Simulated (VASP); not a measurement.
Input of a VASP 6.6.1 run:

File INCAR:

```
SYSTEM = Fe
PREC = Accurate
ENCUT = 600
EDIFF = 1E-6
ISMEAR = -1
SIGMA = 0.05
LREAL = .FALSE.
LASPH = .TRUE.
NELM = 200
ALGO = Normal
ISIF = 2
LWAVE = .FALSE.
LCHARG = .TRUE.
ISPIN = 2
MAGMOM = 3
LORBIT = 11
LMAXMIX = 4
GGA = PE
LELF = .TRUE.
LVHAR = .TRUE.
NBANDS = 18
GGA_COMPAT = .FALSE.
```

The input KPOINTS:

```
Automatic mesh
0
G
  11 11 11
  0 0 0
```

POSCAR

```
Fe
1.0
   -1.5007200000      1.5007200000      1.4430000000
    1.5007200000     -1.5007200000      1.4430000000
    1.5007200000      1.5007200000     -1.4430000000
Fe
1
Direct
    0.0000000000      0.0000000000      0.0000000000
```

Potentials or basis: VASP PAW PBE potentials, release 64 (Fe_sv).

Command:

```console
$ cat potpaw_PBE.64/Fe_sv/POTCAR > POTCAR
$ mpirun -np 1 vasp_std > vasp.out
```

What does it give for the net moment?

2.59 μB per cell.

Estimate the site moments.

Fe +2.60 μB.

What does it give for the pressure?

-17.6 GPa.

Stress tensor (GPa, compression positive):
```
-18.08   0.00   0.00
  0.00 -18.08   0.00
  0.00   0.00 -16.63
```

Caveat: the cell stands under tension.
